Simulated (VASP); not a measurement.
# W in VASP: a series of runs

The runs below take W through single point, with PBE.

Everything below comes from runs of VASP 6.6.1. Logs are shortened: lines on timing, memory, paths and dates and some standing lists are left out, and cuts for length are marked.

## Step 1: The cell of the first run

The cell holds a slab with vacuum, 6 atoms: a = 4.502 Å, b = 4.502 Å, c = 22.292 Å, α = 90.00°, β = 90.00°, γ = 120.00°.

## Step 2: Single point, PBE

Contents of INCAR:

```
PREC = Accurate
ENCUT = 400
EDIFF = 1E-6
ISMEAR = 0
SIGMA = 0.1
LREAL = F
LASPH = T
NELM = 120
ALGO = Normal
ISIF = 2
LWAVE = F
LCHARG = F
LDIPOL = T
IDIPOL = 3
DIPOL = 0.5 0.5 0.279
GGA = PE
NBANDS = 51
GGA_COMPAT = F
NELMDL = -8
```

Contents of KPOINTS:

```
regular mesh
0
Gamma
  6 6 1
```

Contents of POSCAR:

```
W
1.0
    4.5024305430      0.0000000000      0.0000000000
   -2.2512152715      3.8992192290      0.0000000000
    0.0000000000      0.0000000000     22.2918296674
W
6
Direct
    0.6666666667      0.3333333333      0.1794379403
    0.3333333333      0.6666666667      0.2206662647
    0.0000000000      0.0000000000      0.2618945892
    0.6666666667      0.3333333333      0.3021974728
    0.3333333333      0.6666666667      0.3377468718
    0.0000000000      0.0000000000      0.3719672091
```

Potentials or basis: VASP PAW PBE potentials, release 64 (W_sv).

Launch:

```bash
> cat potpaw_PBE.64/W_sv/POTCAR > POTCAR
> mpirun -np 1 vasp_std > vasp.out
```

OUTCAR:

```text
PREC = Accurate
   ENCUT = 400
   EDIFF = 1E-6
   ISMEAR = 0
   LREAL = F
   LASPH = T
   NELM = 120
   ISIF = 2
   GGA = PE
   NELMDL = -8

 ion  position               nearest neighbor table
   1  0.667  0.333  0.179-   4 2.74   2 2.76   2 2.76   2 2.76   3 3.18   3 3.18   3 3.18
   2  0.333  0.667  0.221-   5 2.61   1 2.76   1 2.76   1 2.76   3 2.76   3 2.76   3 2.76   4 3.17
                             4 3.17   4 3.17
   3  0.000  0.000  0.262-   6 2.45   4 2.75   4 2.75   4 2.75   2 2.76   2 2.76   2 2.76   5 3.10
                             5 3.10   5 3.10   1 3.18   1 3.18   1 3.18
   4  0.667  0.333  0.302-   5 2.72   5 2.72   5 2.72   1 2.74   3 2.75   3 2.75   3 2.75   6 3.03
                             6 3.03   6 3.03   2 3.17   2 3.17   2 3.17
   5  0.333  0.667  0.338-   2 2.61   6 2.71   6 2.71   6 2.71   4 2.72   4 2.72   4 2.72   3 3.10
                             3 3.10   3 3.10
   6  0.000  0.000  0.372-   3 2.45   5 2.71   5 2.71   5 2.71   4 3.03   4 3.03   4 3.03

  LATTYP: Found a hexagonal cell.
 ALAT       =     4.5024305430
 C/A-ratio  =     4.9510657532

  Lattice vectors:

 A1 = (   4.5024305430,   0.0000000000,   0.0000000000)
 A2 = (  -2.2512152715,   3.8992192290,   0.0000000000)
 A3 = (   0.0000000000,   0.0000000000,  22.2918296674)

Analysis of symmetry for initial positions (statically):
=====================================================================
 Subroutine PRICEL returns:
 Original cell was already a primitive cell.

 Routine SETGRP: Setting up the symmetry group for a
 hexagonal supercell.

 Subroutine GETGRP returns: Found  6 space group operations
 (whereof  6 operations were pure point group operations)
 out of a pool of 24 trial point group operations.

The static configuration has the point symmetry C_3v.

Analysis of symmetry for dynamics (positions and initial velocities):
=====================================================================
 Subroutine PRICEL returns:
 Original cell was already a primitive cell.

 Routine SETGRP: Setting up the symmetry group for a
 hexagonal supercell.

 Subroutine GETGRP returns: Found  6 space group operations
 (whereof  6 operations were pure point group operations)
 out of a pool of 24 trial point group operations.

The dynamic configuration has the point symmetry C_3v.

 Subroutine INISYM returns: Found  6 space group operations
 (whereof  6 operations are pure point group operations),
 and found     1 'primitive' translations

[... 89 lines left out ...]
   NFREE  =      0    steps in history (QN), initial steepest desc. (CG)
   ISIF   =      2    stress and relaxation
   ISYM   =      2    0-nonsym 1-usesym 2-fastsym
   POTIM  = 0.5000    time-step for ionic-motion
   TEBEG  =    0.0;   TEEND  =   0.0 temperature during run
   PSTRESS=    0.0 pullay stress
   NELECT =      84.0000    total number of electrons
   NUPDOWN=      -1.0000    fix difference up-down
   EMIN   =  10.00;   EMAX   =-10.00  energy-range for DOS
[... 5 lines left out ...]
     AMIX     =   0.40;   BMIX     =  1.00
     AMIX_MAG =   1.60;   BMIX_MAG =  1.00
  volume/ion in A,a.u.               =      65.23       440.17
  Fermi-wavevector in a.u.,A,eV,Ry     =   0.980192  1.852294 13.072154  0.960776
  Thomas-Fermi vector in A             =   2.111103
   LORBIT       =      0    0 simple, 1 ext, 2 COOP (PROOUT), +10 PAW based schemes
   GGA     = PE    functional components
   LHFCALC =     F    Hartree Fock is set to
   AEXX    =    0.0000 exact exchange contribution
   IVDW    =     0    specifies the selected vdW correction
   LEPSILON=     F    determine dielectric tensor
   LRPA    =     F    only Hartree local field effects (RPA)
 non-spin polarized calculation
 Gauss-broadening in eV      SIGMA  =   0.10
  energy-cutoff  :      400.00
  volume of cell :      391.35
 maximum number of plane-waves:      7171
 NGX is ok and might be reduce to    30
   NGX = 15   NGY = 15   NGZ = 73

 dipolmoment           0.000000      0.000000     -0.011069 electrons x Angstroem

 number of electron      84.0000032 magnetization

 dipolmoment           0.000000      0.000000      0.031009 electrons x Angstroem

 Free energy of the ion-electron system (eV)
  ---------------------------------------------------
  ext. energy  EPLUGINS =         0.00000000
  ---------------------------------------------------
  free energy    TOTEN  =       -69.37101606 eV

  energy without entropy =      -69.31333263  energy(sigma->0) =      -69.34217435

 E-fermi :  -0.2428     XC(G=0):  -4.3979

 val. band max:       -0.2648374560   @ k =   0.1667   0.1667   0.0000
 cond. band min:      -0.2162119295   @ k =   0.3333   0.1667   0.0000
 fundamental gap:      0.0486255265
 Fermi energy:        -0.2427725342

 k-point     1 :       0.0000    0.0000    0.0000
  band No.  band energies     occupation
      1     -74.2799      2.00000
      2     -74.1903      2.00000
      3     -74.1574      2.00000
      4     -74.0042      2.00000
      5     -73.9828      2.00000
      6     -73.8689      2.00000
[... 367 lines left out ...]
     50       1.3561      0.00000
     51       1.8670      0.00000

------------------------ aborting loop because EDIFF is reached ----------------------------------------

 vacuum level on the upper side and lower side of the slab       (xc-potential included)         0.032        -0.266

  FORCE on cell =-STRESS in cart. coord.  units (eV):
  Direction    XX          YY          ZZ          XY          YZ          ZX
  --------------------------------------------------------------------------------------
  -------------------------------------------------------------------------------------
  Total       -5.6255022     -5.6255022     -3.4617477      0.0000000      0.0000000      0.0000000
  in kB      -23.0304005    -23.0304005    -14.1721456      0.0000000      0.0000000      0.0000000
  external PRESSURE =     -20.0776489 kB  Pullay stress =       0.0000000 kB

 VOLUME and BASIS-vectors are now :
 -----------------------------------------------------------------------------
  energy-cutoff  :      400.00
  volume of cell :      391.35
      direct lattice vectors                 reciprocal lattice vectors
     4.502430543  0.000000000  0.000000000     0.222102260  0.128230800  0.000000000
    -2.251215272  3.899219229  0.000000000     0.000000000  0.256461599  0.000000000
     0.000000000  0.000000000 22.291829667     0.000000000  0.000000000  0.044859485

 POSITION                                       TOTAL-FORCE (eV/Angst)
 -----------------------------------------------------------------------------------
      2.25122      1.29974      4.00000        -0.000000      0.000000      2.273139
     -0.00000      2.59948      4.91905        -0.000000     -0.000000     -0.348906
      0.00000      0.00000      5.83811        -0.000000      0.000000     -2.132127
      2.25122      1.29974      6.73653         0.000000      0.000000      0.046448
     -0.00000      2.59948      7.52900         0.000000     -0.000000     -0.046933
      0.00000      0.00000      8.29183        -0.000000      0.000000      0.208380
 -----------------------------------------------------------------------------------
    total drift:                                0.000000      0.000000      0.000190

  FREE ENERGIE OF THE ION-ELECTRON SYSTEM (eV)
  ---------------------------------------------------
  free  energy   TOTEN  =       -69.3710160639 eV

  energy  without entropy=      -69.3133326284  energy(sigma->0) =      -69.34217435

 vacuum level on the upper side and lower side of the slab         3.775         3.464
```

stdout:

```text
POSCAR found type information on POSCAR W
 POSCAR found :  1 types and       6 ions
 scaLAPACK will be used
 LDA part: xc-table for (Slater+PW92), standard interpolation
 POSCAR, INCAR and KPOINTS ok, starting setup
 FFT: planning ... GRIDC
 FFT: planning ... GRID_SOFT
 FFT: planning ... GRID
 WAVECAR not read
 entering main loop
```

It took 2.5 min on 1 thread of AMD EPYC 9R45 (Zen 5), shared host; peak memory 0.32 GiB.

Results:

```yaml
Free_energy: -69.3710 eV
Largest_force: 2.273 eV/Å
Band_gap_on_the_k_mesh: zero (band 42 reaches -0.14 eV, above the bottom of band 43 at -0.42 eV)
```

Forces in eV/Å, atoms in the order of the input:
```
W    0.000  0.000  2.273
W    0.000  0.000 -0.349
W    0.000  0.000 -2.132
W    0.000  0.000  0.046
W    0.000  0.000 -0.047
W    0.000  0.000  0.208
```

Caveat: spin-orbit coupling is left out, which moves the levels of the heavy elements.

## Step 3: Single point, PBE

This run uses another cell than the first one, of 54.41 Å³/atom, 0.834 times its volume.

Contents of INCAR:

```
ALGO = Normal ; DIPOL = 0.5 0.5 0.496
EDIFF = 1E-6 ; ENCUT = 400
GGA = PE ; GGA_COMPAT = False
IDIPOL = 3 ; ISIF = 2
ISMEAR = 0 ; LASPH = True
LCHARG = True ; LDIPOL = True
LELF = True ; LREAL = False
LVACPOTAV = True ; LVHAR = True
LWAVE = False ; NBANDS = 51
NELM = 120 ; NELMDL = -8
PREC = Accurate ; SIGMA = 0.1
```

Contents of KPOINTS:

```
k-points
0
Gamma
  9 9 1
```

Contents of POSCAR:

```
W
1.0
    4.5024305430      0.0000000000      0.0000000000
   -2.2512152715      3.8992192290      0.0000000000
    0.0000000000      0.0000000000     18.5952739303
W
6
Direct
    0.6666666667      0.3333333333      0.3764397355
    0.3333333333      0.6666666667      0.4258638413
    0.0000000000      0.0000000000      0.4752879471
    0.6666666667      0.3333333333      0.5236026436
    0.3333333333      0.6666666667      0.5662189100
    0.0000000000      0.0000000000      0.6072419105
```

Potentials or basis: VASP PAW PBE potentials, release 64 (W_sv).

Launch:

```bash
> cat potpaw_PBE.64/W_sv/POTCAR > POTCAR
> mpirun -np 1 vasp_std > vasp.out
```

Run time: 3.2 min. Hardware: 1 thread of AMD EPYC 9R45 (Zen 5), shared host; peak memory 0.33 GiB.

The run converged. Its results:

```
Free energy            : -69.3927 eV
Largest force          : 2.415 eV/Å
Band gap on the k mesh : zero (band 42 reaches 0.51 eV, above the bottom of band 43 at 0.30 eV)
```

Forces on the atoms (eV/Å):
```
W    0.000  0.000  2.415
W    0.000  0.000 -0.375
W    0.000  0.000 -2.160
W    0.000  0.000  0.007
W    0.000  0.000  0.029
W    0.000  0.000  0.085
```

Levels at points of the mesh, in eV from the Fermi level:
```
           k point  band 39  band 40  band 41  band 42  band 43  band 44  band 45  band 46
(0.00, 0.00, 0.00)    -1.25    -1.00    -1.00    -0.88    -0.17     1.53     1.53     1.68
```

Caveat: spin-orbit coupling is left out, which moves the levels of the heavy elements.
